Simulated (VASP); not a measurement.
Write the native input for VASP 6.6.1 that does the following.

```yaml
Task: single point
Functional: HSE06
Potentials_or_basis: VASP PAW PBE potentials, release 64 (Zn, F)
Cutoff: 520 eV
k_mesh: 2 × 2 × 3
Occupations: fermi-dirac, width 0.1 eV
Spin: no spin polarisation
Dipole_correction: no
Grid_for_exact_exchange_PRECFOCK: Normal
Further_INCAR_settings: ALGO = Normal; EDIFF = 1e-06; NBANDS = 35
Share_of_exact_exchange: 0.25
Screening_parameter: 0.2079 1/Å
```

ZnF2:

```xyz
6
Lattice="4.7186 0.0000 0.0000 0.0000 4.7186 0.0000 0.0000 0.0000 3.1430" Properties=species:S:1:pos:R:3 pbc="T T T"
Zn    0.0000    0.0000    0.0000
Zn    2.3593    2.3593    1.5715
F     1.4269    1.4269    0.0000
F     0.9324    3.7862    1.5715
F     3.2917    3.2917    0.0000
F     3.7862    0.9324    1.5715
```

These files were run (other wordings do the same):

POSCAR

```
ZnF2
1.0
    4.7186350000      0.0000000000      0.0000000000
    0.0000000000      4.7186350000      0.0000000000
    0.0000000000      0.0000000000      3.1430150000
Zn F
2 4
Direct
    0.0000000000      0.0000000000      0.0000000000
    0.5000000000      0.5000000000      0.5000000000
    0.3024000000      0.3024000000      0.0000000000
    0.1976000000      0.8024000000      0.5000000000
    0.6976000000      0.6976000000      0.0000000000
    0.8024000000      0.1976000000      0.5000000000
```

INCAR.step1

```
SYSTEM = ZnF2
PREC = Accurate
ENCUT = 520
EDIFF = 1E-5
ISMEAR = -1
SIGMA = 0.1
LREAL = .False.
LASPH = .True.
NELM = 120
ALGO = Normal
ISIF = 2
LWAVE = .True.
LCHARG = .False.
GGA = PE
NBANDS = 35
GGA_COMPAT = .False.
```

INCAR.step2

```
SYSTEM = ZnF2
PREC = Accurate
ENCUT = 520
EDIFF = 1E-6
ISMEAR = -1
SIGMA = 0.1
LREAL = .False.
LASPH = .True.
NELM = 120
ALGO = Normal
ISIF = 2
LWAVE = .False.
LCHARG = .False.
GGA = PE
LHFCALC = .True.
HFSCREEN = 0.2079
PRECFOCK = Normal
ISTART = 1
NBANDS = 35
GGA_COMPAT = .False.
```

KPOINTS

```
Automatic mesh
0
Gamma
  2 2 3
  0 0 0
```

Potentials or basis: VASP PAW PBE potentials, release 64 (Zn, F).

Command:

```sh
$ cat potpaw_PBE.64/Zn/POTCAR potpaw_PBE.64/F/POTCAR > POTCAR
$ cp INCAR.step1 INCAR
$ mpirun -np 1 vasp_std > vasp.out
$ cp INCAR.step2 INCAR
$ mpirun -np 1 vasp_std > vasp.out
```

Results of the run:

```
Pressure               : 1.7 GPa
Largest force          : 0.062 eV/Å
Band gap on the k mesh : 6.00 eV
```

Caveat: the k points lie up to 0.67 Å⁻¹ apart; the PAW data sets were made with another functional, which shifts forces and pressure a little.

It took 17 min on 1 thread of Oxide Virtual Turin-like Processor (shared host), peak memory 0.26 GiB.
